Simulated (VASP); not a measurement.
# Ge (Pnma) in VASP: single point with PBE

Aim: the single point of Ge with PBE.

Everything below comes from runs of VASP 6.6.1. Logs are shortened: lines on timing, memory, paths and dates and some standing lists are left out, and cuts for length are marked.

## Step 1: The cell of the first run

Symmetry: Pnma, No. 62, orthorhombic system. Conventional cell: a = 8.545 Å, b = 3.883 Å, c = 5.200 Å, α = 90.00°, β = 90.00°, γ = 90.00°. Within 3.4 Å of Ge (site symmetry m) lie 6 Ge at 2.61 to 3.24 Å. Within 3.4 Å of Ge (site symmetry m) lie 6 Ge at 2.61 to 2.80 Å.

The cell was built from a structure type or drawn by symmetry, and may not be a known phase.

## Step 2: Single point, PBE

Input file INCAR:

```
  PREC = Accurate
  ENCUT = 520
  EDIFF = 1E-6
  ISMEAR = 0
  SIGMA = 0.1
  LREAL = False
  LASPH = True
  NELM = 60
  ALGO = Fast
  ISIF = 2
  LWAVE = False
  LCHARG = False
  GGA = PE
  NBANDS = 66
```

Input file KPOINTS:

```
regular mesh
0
Gamma
  6 10 8
```

Input file POSCAR:

```
Ge
1.0
    8.5451898588      0.0000000000      0.0000000000
    0.0000000000      3.8826189953      0.0000000000
    0.0000000000      0.0000000000      5.2003844743
Ge
8
Direct
    0.1516337691      0.2500000000      0.5200003876
    0.3483662309      0.7500000000      0.0200003876
    0.6516337691      0.2500000000      0.9799996124
    0.8483662309      0.7500000000      0.4799996124
    0.0638711521      0.7500000000      0.8367646212
    0.4361288479      0.2500000000      0.3367646212
    0.5638711521      0.7500000000      0.6632353788
    0.9361288479      0.2500000000      0.1632353788
```

Potentials or basis: VASP PAW PBE potentials, release 64 (Ge_d).

Started as:

```bash
$ cat potpaw_PBE.64/Ge_d/POTCAR > POTCAR
$ mpirun -np 1 vasp_std > vasp.out
```

OUTCAR:

```text
PREC = Accurate
   ENCUT = 520
   EDIFF = 1E-6
   ISMEAR = 0
   LREAL = False
   LASPH = True
   NELM = 60
   ISIF = 2
   GGA = PE

 ion  position               nearest neighbor table
   1  0.152  0.250  0.520-   6 2.61   8 2.61   5 2.65   5 2.65
   2  0.348  0.750  0.020-   5 2.61   7 2.61   6 2.65   6 2.65
   3  0.652  0.250  0.980-   8 2.61   6 2.61   7 2.65   7 2.65
   4  0.848  0.750  0.480-   7 2.61   5 2.61   8 2.65   8 2.65
   5  0.064  0.750  0.837-   2 2.61   4 2.61   1 2.65   1 2.65   8 2.80   8 2.80
   6  0.436  0.250  0.337-   1 2.61   3 2.61   2 2.65   2 2.65   7 2.80   7 2.80
   7  0.564  0.750  0.663-   4 2.61   2 2.61   3 2.65   3 2.65   6 2.80   6 2.80
   8  0.936  0.250  0.163-   3 2.61   1 2.61   4 2.65   4 2.65   5 2.80   5 2.80

  LATTYP: Found a simple orthorhombic cell.
 ALAT       =     3.8826189953
 B/A-ratio  =     1.3394011827
 C/A-ratio  =     2.2008829270

  Lattice vectors:

 A1 = (   0.0000000000,   3.8826189953,   0.0000000000)
 A2 = (   0.0000000000,   0.0000000000,   5.2003844743)
 A3 = (   8.5451898588,   0.0000000000,   0.0000000000)

Analysis of symmetry for initial positions (statically):
=====================================================================
 Subroutine PRICEL returns:
 Original cell was already a primitive cell.

 Routine SETGRP: Setting up the symmetry group for a
 simple orthorhombic supercell.

 Subroutine GETGRP returns: Found  8 space group operations
 (whereof  2 operations were pure point group operations)
 out of a pool of  8 trial point group operations.

The static configuration has the point symmetry S_2 .
 The point group associated with its full space group is D_2h.

Analysis of symmetry for dynamics (positions and initial velocities):
=====================================================================
 Subroutine PRICEL returns:
 Original cell was already a primitive cell.

 Routine SETGRP: Setting up the symmetry group for a
 simple orthorhombic supercell.

 Subroutine GETGRP returns: Found  8 space group operations
 (whereof  2 operations were pure point group operations)
 out of a pool of  8 trial point group operations.

The dynamic configuration has the point symmetry S_2 .
 The point group associated with its full space group is D_2h.

 Subroutine INISYM returns: Found  8 space group operations
 (whereof  2 operations are pure point group operations),
 and found     1 'primitive' translations

----------------------------------------------------------------------------------------

                                     Primitive cell

  volume of cell :     172.5369

  direct lattice vectors                    reciprocal lattice vectors
     8.545189859  0.000000000  0.000000000     0.117024901  0.000000000  0.000000000
     0.000000000  3.882618995  0.000000000     0.000000000  0.257558107  0.000000000
     0.000000000  0.000000000  5.200384474     0.000000000  0.000000000  0.192293475

  length of vectors
     8.545189859  3.882618995  5.200384474     0.117024901  0.257558107  0.192293475

  position of ions in fractional coordinates (direct lattice)
     0.151633769  0.250000000  0.520000388
     0.348366231  0.750000000  0.020000388
     0.651633769  0.250000000  0.979999612
     0.848366231  0.750000000  0.479999612
     0.063871152  0.750000000  0.836764621
     0.436128848  0.250000000  0.336764621
     0.563871152  0.750000000  0.663235379
     0.936128848  0.250000000  0.163235379

  ion indices of the primitive-cell ions
   primitive index   ion index
                 1           1
                 2           2
                 3           3
                 4           4
                 5           5
                 6           6
                 7           7
                 8           8

----------------------------------------------------------------------------------------

 KPOINTS: regular mesh

Automatic generation of k-mesh.
 Grid dimensions read from file:
 generate k-points for:    6   10    8

 Generating k-lattice:

  Cartesian coordinates                     Fractional coordinates (reciprocal lattice)
     0.019504150  0.000000000  0.000000000     0.166666667  0.000000000  0.000000000
     0.000000000  0.025755811  0.000000000     0.000000000  0.100000000  0.000000000
     0.000000000  0.000000000  0.024036684     0.000000000  0.000000000  0.125000000

  Length of vectors
     0.019504150  0.025755811  0.024036684

  Shift w.r.t. Gamma in fractional coordinates (k-lattice)
     0.000000000  0.000000000  0.000000000

 Subroutine IBZKPT returns following result:
 ===========================================

 Found    120 irreducible k-points:

 Following reciprocal coordinates:
            Coordinates               Weight
  0.000000  0.000000  0.000000      1.000000
  0.166667  0.000000  0.000000      2.000000
  0.333333  0.000000  0.000000      2.000000
  0.500000  0.000000  0.000000      1.000000
  0.000000  0.100000  0.000000      2.000000
  0.166667  0.100000  0.000000      4.000000
[... 16 lines left out ...]
  0.333333  0.500000  0.000000      2.000000
  0.500000  0.500000  0.000000      1.000000
 [... further k-points ...]
   k-points           NKPTS =    120   k-points in BZ     NKDIM =    120   number of bands    NBANDS=     66
   number of dos      NEDOS =    301   number of ions     NIONS =      8
   total plane-waves  NPLWV =  76800
   dimension x,y,z NGX =    64 NGY =   30 NGZ =   40
   dimension x,y,z NGXF=   128 NGYF=   60 NGZF=   80
   ions per type =               8
   NGX,Y,Z   is equivalent  to a cutoff of  12.45, 12.85, 12.79 a.u.
   NGXF,Y,Z  is equivalent  to a cutoff of  24.90, 25.69, 25.57 a.u.
 SYSTEM =  unknown system
   PREC   = accura    normal or accurate (medium, high low for compatibility)
   ISTART =      0    job   : 0-new  1-cont  2-samecut
   ICHARG =      2    charge: 1-file 2-atom 10-const
   ISPIN  =      1    spin polarized calculation?
   LNONCOLLINEAR =      F non collinear calculations
   LSORBIT =      F    spin-orbit coupling
   LASPH  =      T    aspherical Exc in radial PAW
   ENCUT  =  520.0 eV  38.22 Ry    6.18 a.u.  15.89  7.22  9.67*2*pi/ulx,y,z
   NELM   =     60;   NELMIN=  2; NELMDL= -5     # of ELM steps
   EDIFF  = 0.1E-05   stopping-criterion for ELM
   LREAL  =      F    real-space projection
   EDIFFG = 0.1E-04   stopping-criterion for IOM
   NSW    =      0    number of steps for IOM
   IBRION =     -1    ionic relax: 0-MD 1-quasi-New 2-CG
   NFREE  =      0    steps in history (QN), initial steepest desc. (CG)
   ISIF   =      2    stress and relaxation
   ISYM   =      2    0-nonsym 1-usesym 2-fastsym
   POTIM  = 0.5000    time-step for ionic-motion
   TEBEG  =    0.0;   TEEND  =   0.0 temperature during run
   PSTRESS=    0.0 pullay stress
   NELECT =     112.0000    total number of electrons
   NUPDOWN=      -1.0000    fix difference up-down
   EMIN   =  10.00;   EMAX   =-10.00  energy-range for DOS
   EFERMI =   0.00;   METHOD = LEGACY
   ISMEAR =     0;   SIGMA  =   0.10  broadening in eV -4-tet -1-fermi 0-gaus
   EFERMI_NEDOS =   21; number of points for ismear=-14 and -15
   IALGO  =     68    algorithm
   IMIX   =      4    mixing-type and parameters
     AMIX     =   0.40;   BMIX     =  1.00
     AMIX_MAG =   1.60;   BMIX_MAG =  1.00
  volume/ion in A,a.u.               =      21.57       145.54
  Fermi-wavevector in a.u.,A,eV,Ry     =   1.417491  2.678669 27.337909  2.009280
  Thomas-Fermi vector in A             =   2.538715
   LORBIT       =      0    0 simple, 1 ext, 2 COOP (PROOUT), +10 PAW based schemes
   GGA     = PE    functional components
   LHFCALC =     F    Hartree Fock is set to
   AEXX    =    0.0000 exact exchange contribution
   IVDW    =     0    specifies the selected vdW correction
   LEPSILON=     F    determine dielectric tensor
   LRPA    =     F    only Hartree local field effects (RPA)
 non-spin polarized calculation
 RMM-DIIS sequential band-by-band and
 Gauss-broadening in eV      SIGMA  =   0.10
  energy-cutoff  :      520.00
  volume of cell :      172.54
 maximum number of plane-waves:      4676
 NGX is ok and might be reduce to    64
   NGX = 31   NGY = 15   NGZ = 19

 number of electron     112.0000096 magnetization

 Free energy of the ion-electron system (eV)
  ---------------------------------------------------
  ext. energy  EPLUGINS =         0.00000000
  ---------------------------------------------------
  free energy    TOTEN  =       -33.95804725 eV

  energy without entropy =      -33.94145094  energy(sigma->0) =      -33.94974910

 E-fermi :   5.2356     XC(G=0): -10.4266

 val. band max:        5.2334751015   @ k =   0.1667   0.3000   0.2500
 cond. band min:       5.2390711439   @ k =   0.0000   0.5000   0.5000
 fundamental gap:      0.0055960423
 Fermi energy:         5.2355911733

 k-point     1 :       0.0000    0.0000    0.0000
  band No.  band energies     occupation
      1     -19.4657      2.00000
      2     -19.4649      2.00000
      3     -19.4568      2.00000
      4     -19.4507      2.00000
      5     -19.4497      2.00000
      6     -19.4406      2.00000
[... 58 lines left out ...]
     65       9.5190      0.00000
     66       9.7922      0.00000

 k-point     2 :       0.1667    0.0000    0.0000
  band No.  band energies     occupation
      1     -19.4661      2.00000
      2     -19.4660      2.00000
      3     -19.4563      2.00000
      4     -19.4500      2.00000
      5     -19.4465      2.00000
      6     -19.4392      2.00000
[... 58 lines left out ...]
     65       9.2967      0.00000
     66       9.5949      0.00000

 k-point     3 :       0.3333    0.0000    0.0000
  band No.  band energies     occupation
      1     -19.4673      2.00000
      2     -19.4666      2.00000
      3     -19.4548      2.00000
      4     -19.4511      2.00000
      5     -19.4373      2.00000
      6     -19.4356      2.00000
[... 1438 lines left out ...]
     65       9.4818      0.00000
     66       9.4820      0.00000

 k-point    24 :       0.5000    0.5000    0.0000
  band No.  band energies     occupation
      1     -19.4506      2.00000
      2     -19.4506      2.00000
      3     -19.4506      2.00000
      4     -19.4506      2.00000
      5     -19.4285      2.00000
      6     -19.4285      2.00000
[... 58 lines left out ...]
     65      10.4812      0.00000
     66      10.4812      0.00000

 [... further k-points ...]

------------------------ aborting loop because EDIFF is reached ----------------------------------------

  FORCE on cell =-STRESS in cart. coord.  units (eV):
  Direction    XX          YY          ZZ          XY          YZ          ZX
  --------------------------------------------------------------------------------------
  -------------------------------------------------------------------------------------
  Total       -0.0008289     -0.0036786      0.0262931      0.0000000     -0.0000000      0.0000000
  in kB       -0.0076971     -0.0341591      0.2441579      0.0000000     -0.0000000      0.0000000
  external PRESSURE =       0.0674339 kB  Pullay stress =       0.0000000 kB

 VOLUME and BASIS-vectors are now :
 -----------------------------------------------------------------------------
  energy-cutoff  :      520.00
  volume of cell :      172.54
      direct lattice vectors                 reciprocal lattice vectors
     8.545189859  0.000000000  0.000000000     0.117024901  0.000000000  0.000000000
     0.000000000  3.882618995  0.000000000     0.000000000  0.257558107  0.000000000
     0.000000000  0.000000000  5.200384474     0.000000000  0.000000000  0.192293475

 POSITION                                       TOTAL-FORCE (eV/Angst)
 -----------------------------------------------------------------------------------
      1.29574      0.97065      2.70420         0.003526      0.000000     -0.003007
      2.97686      2.91196      0.10401        -0.003526     -0.000000     -0.003007
      5.56833      0.97065      5.09637         0.003526      0.000000      0.003007
      7.24945      2.91196      2.49618        -0.003526      0.000000      0.003007
      0.54579      2.91196      4.35150         0.000983      0.000000      0.003381
      3.72680      0.97065      1.75131        -0.000983      0.000000      0.003381
      4.81839      2.91196      3.44908         0.000983      0.000000     -0.003381
      7.99940      0.97065      0.84889        -0.000983      0.000000     -0.003381
 -----------------------------------------------------------------------------------
    total drift:                                0.000000      0.000000      0.000000

  FREE ENERGIE OF THE ION-ELECTRON SYSTEM (eV)
  ---------------------------------------------------
  free  energy   TOTEN  =       -33.9580472496 eV

  energy  without entropy=      -33.9414509424  energy(sigma->0) =      -33.94974910
```

Wall time 21 min (1 thread of Oxide Virtual Turin-like, shared host); peak memory 0.85 GiB.

What came out:

```
Free energy            : -33.9580 eV
Pressure               : 0.0 GPa
Largest force          : 0.005 eV/Å
Band gap on the k mesh : zero (bands 56 and 57 overlap by 2.06 eV)
```

Forces on the atoms (eV/Å):
```
Ge   0.004  0.000 -0.003
Ge  -0.004  0.000 -0.003
Ge   0.004  0.000  0.003
Ge  -0.004  0.000  0.003
Ge   0.001  0.000  0.003
Ge  -0.001  0.000  0.003
Ge   0.001  0.000 -0.003
Ge  -0.001  0.000 -0.003
```

Levels at points of the mesh, in eV from the Fermi level:
| k point | band 53 | band 54 | band 55 | band 56 | band 57 | band 58 | band 59 | band 60 |
| --- | --- | --- | --- | --- | --- | --- | --- | --- |
| (0.00, 0.00, 0.00) | -1.14 | -0.70 | -0.03 | 0.17 | 0.92 | 1.20 | 2.20 | 2.98 |
| (0.50, 0.00, 0.00) | -1.71 | -1.71 | 1.06 | 1.06 | 1.38 | 1.38 | 1.88 | 1.88 |
| (0.00, 0.50, 0.00) | -2.42 | -2.42 | -2.03 | -2.03 | -0.89 | -0.89 | 0.68 | 0.68 |
| (0.50, 0.50, 0.00) | -2.04 | -2.04 | -2.04 | -2.04 | 0.27 | 0.27 | 0.27 | 0.27 |
| (0.00, 0.00, 0.50) | -0.95 | -0.95 | -0.16 | -0.16 | -0.14 | -0.14 | 1.85 | 1.85 |
| (0.50, 0.00, 0.50) | -0.81 | -0.81 | -0.54 | -0.54 | 0.53 | 0.53 | 1.46 | 1.46 |
| (0.00, 0.50, 0.50) | -1.07 | -1.07 | 0.00 | 0.00 | 0.24 | 0.24 | 1.18 | 1.18 |
| (0.50, 0.50, 0.50) | -2.20 | -2.20 | -2.20 | -2.20 | 2.50 | 2.50 | 2.50 | 2.50 |
